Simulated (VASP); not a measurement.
Write the native input for VASP 6.6.1 that does the following.

* Task: single point
* Functional: PBE
* Potentials or basis: VASP PAW PBE potentials, release 64 (Ga_d, Ge_d, Se)
* Cutoff: 520 eV
* k mesh: 6 × 6 × 2
* Occupations: gaussian, width 0.1 eV
* Spin: no spin polarisation
* Dipole correction: no
* Further INCAR settings: ALGO = Normal; EDIFF = 1e-06; NBANDS = 34

The structure of Ga2GeSe2 lies in POSCAR:

```
Ga2GeSe2
1.0
    4.9226537139      0.0000000034      0.0000000000
   -2.4613268599      4.2631431686      0.0000000000
    0.0000000000      0.0000000000      7.5271970671
Ga Ge Se
2 1 2
Direct
    0.3333333333      0.6666666667      0.5000000000
    0.6666666667      0.3333333333      0.5000000000
    0.0000000000      0.0000000000      0.5000000000
    0.0000000000      0.0000000000      0.1718206969
    0.0000000000      0.0000000000      0.8281793031
```

The cell was built from a structure type or drawn by symmetry, and may not be a known phase.

One way to write it, as run:

INCAR

```
SYSTEM = Ga2GeSe2
PREC = Accurate
ENCUT = 520
EDIFF = 1E-6
ISMEAR = 0
SIGMA = 0.1
LREAL = .False.
LASPH = .True.
NELM = 60
ALGO = Normal
ISIF = 2
LWAVE = .False.
LCHARG = .True.
GGA = PE
LELF = .True.
LVHAR = .True.
NBANDS = 34
```

KPOINTS

```
Automatic mesh
0
Gamma
  6 6 2
  0 0 0
```

Potentials or basis: VASP PAW PBE potentials, release 64 (Ga_d, Ge_d, Se).

The run is started by

```sh
$ cat potpaw_PBE.64/Ga_d/POTCAR potpaw_PBE.64/Ge_d/POTCAR potpaw_PBE.64/Se/POTCAR > POTCAR
$ mpirun -np 1 vasp_std > vasp.out
```

It gave:

```json
{
 "Pressure": "0.1 GPa",
 "Largest force": "0.008 eV/Å",
 "Band gap on the k mesh": "zero (bands 26 and 27 overlap by 1.31 eV)"
}
```

Caveat: the k points lie up to 0.42 Å⁻¹ apart, too coarse for converged energies and pressures of a metal.

Run time: 2.2 min on 1 thread of Intel(R) Xeon(R) Platinum 8259CL CPU @ 2.50GHz (Skylake/Cascade Lake) (shared host), peak memory 0.31 GiB.
